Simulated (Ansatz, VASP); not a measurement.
## Pb: VASP beside Ansatz

```
Pb
1.0
     3.48000    0.00000    0.00000
    -1.74000    3.01377    0.00000
     0.00000    0.00000    5.59000
Pb
2
Cartesian
  0.0000 2.0092 1.3975
  1.7400 1.0046 4.1925
```

Alike in both runs: task single point; functional PBE; dispersion D3(BJ); k mesh 15 × 15 × 8; occupations gaussian, width 0.1 eV; no spin polarisation.

|  | VASP | Ansatz |
| --- | --- | --- |
| version | VASP 6.6.1 | Ansatz 0.2.0 |
| potentials or method | VASP PAW PBE potentials, release 64 (Pb_d), cutoff 520 eV | scalar-relativistic, plane waves, PAW |
| valence electrons in the cell | 28 | 28 |

Ansatz gave:

* gap on the k mesh at the Fermi level (eV): none
* pressure (GPa): 1.8
* traceless stress, the component that is largest in VASP (GPa): 1.31

Question: What did VASP give for the same quantities?

Answer: gap on the k mesh at the Fermi level (eV): none; pressure (GPa): 1.7; traceless stress, the component that is largest in VASP (GPa): 1.31.

A gap of «none» marks a metal or a gap that the smearing closes.

Spin-orbit coupling is off throughout.
